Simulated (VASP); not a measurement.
Runs of VASP 6.6.1 on NaHf3. The structure is that of space group Pm-3m (No. 221), or close to it. The cells are those of the table. 

```tsv
task	cell	k mesh	cutoff (eV)	gap on the mesh (eV)	pressure (GPa)
relaxation of cell and atoms	relaxed from a = 4.265 Å, 4 atoms	4 × 4 × 4	600	none	0.0
single point	a = 4.494 Å, 4 atoms	10 × 10 × 10	520	none	-0.2
single point	a = 4.489 Å, 4 atoms	4 × 4 × 4	520	none	0.0
single point	a = 4.265 Å, 4 atoms	4 × 4 × 4	520	none	(a)
relaxation of cell and atoms	relaxed from a = 4.489 Å, 4 atoms	10 × 10 × 10	600	none	0.0
```

Alike in all rows: level PBE; potentials or basis VASP PAW PBE potentials, release 64 (Na_pv, Hf_pv); no spin polarisation; smearing gaussian 0.1 eV.

Q: Fill in the values left out.

A: (a) 14.8.

Caveats: some runs use coarse meshes; spin-orbit coupling is left out, which moves the levels of the heavy elements; the relaxation stopped at its first step, so nothing moved (at least some runs).

A k mesh can miss the band edges, and the runs leave out spin-orbit coupling on Hf.

A gap of «none» marks levels without a gap at the run's occupations.
